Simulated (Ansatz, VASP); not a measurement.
# Two plane-wave programs on B4Ru

```
B Ru
1.0
     2.63464    0.00000    0.00000
     0.00000    2.63464    0.00000
     0.00000    0.00000    6.72641
B Ru
4 1
Direct
  0.50000 0.50000 0.17411
  0.50000 0.50000 0.82589
  0.50000 0.00000 0.00000
  0.00000 0.50000 0.00000
  0.50000 0.50000 0.50000
```

Alike in both runs: functional PBE; k mesh 14 × 14 × 6; occupations gaussian, width 0.1 eV; collinear spin.

Ansatz relaxed the structure, and its values are those at the end. VASP's run is a single point on that final structure, the one shown.

```csv
,VASP,Ansatz
version,VASP 6.6.1,Ansatz 0.2.0
potentials or method,"VASP PAW PBE potentials, release 64 (B, Ru_pv), cutoff 520 eV","scalar-relativistic, plane waves, PAW"
valence electrons in the cell,26,28
```

```csv
,VASP,Ansatz,Ansatz less VASP
gap on the k mesh at the Fermi level (eV),none,none,-
pressure (GPa),0.0,0.0,0.00
rms of the force components (eV/Å),0.004,0.000,-0.0035
net moment per atom (μB),0.00,0.00,0.000
```

A gap of «none» marks a metal or a gap that the smearing closes. VASP's potentials hold 26 valence electrons a cell and Ansatz's 28, so a difference there can come from the potentials and not from the codes. Ansatz's warnings: seeded moment not kept.
